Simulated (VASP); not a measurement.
Input of a VASP 6.6.1 run:

File INCAR:

```
SYSTEM = BN
PREC = Accurate
ENCUT = 520
EDIFF = 1E-6
ISMEAR = 0
SIGMA = 0.05
LREAL = .FALSE.
LASPH = .TRUE.
NELM = 60
ALGO = Normal
ISIF = 2
LWAVE = .FALSE.
LCHARG = .FALSE.
GGA = PE
NBANDS = 16
```

The input KPOINTS:

```
regular mesh
0
G
  12 12 8
  0 0 0
```

The input POSCAR:

```
BN
1.0
    2.5539396017      0.0000000000      0.0000000000
   -1.2769698009      2.2117765748      0.0000000000
    0.0000000000      0.0000000000      4.2268550000
B N
2 2
Direct
    0.6666666700      0.3333333300      0.9997240000
    0.3333333300      0.6666666700      0.4997240000
    0.6666666700      0.3333333300      0.6252760000
    0.3333333300      0.6666666700      0.1489342518
```

Potentials or basis: VASP PAW PBE potentials, release 64 (B, N).

The run is started by

```console
$ cat potpaw_PBE.64/B/POTCAR potpaw_PBE.64/N/POTCAR > POTCAR
$ mpirun -np 1 vasp_std > vasp.out
```

Task: Estimate the band gap on the k mesh.

Result: 4.33 eV, indirect (least direct gap 7.76 eV).

Task: Predict the pressure.

Result: 1.7 GPa.

Task: Predict the largest force.

Result: 4.193 eV/Å.

Stress tensor (GPa, compression positive):
```
0.64 0.00 0.00
0.00 0.64 0.00
0.00 0.00 3.94
```

Caveat: forces of over 1 eV/Å act on the atoms, so gaps and moduli don't describe the material at rest. PBE gaps usually lie below the measured ones, often by a third to a half.
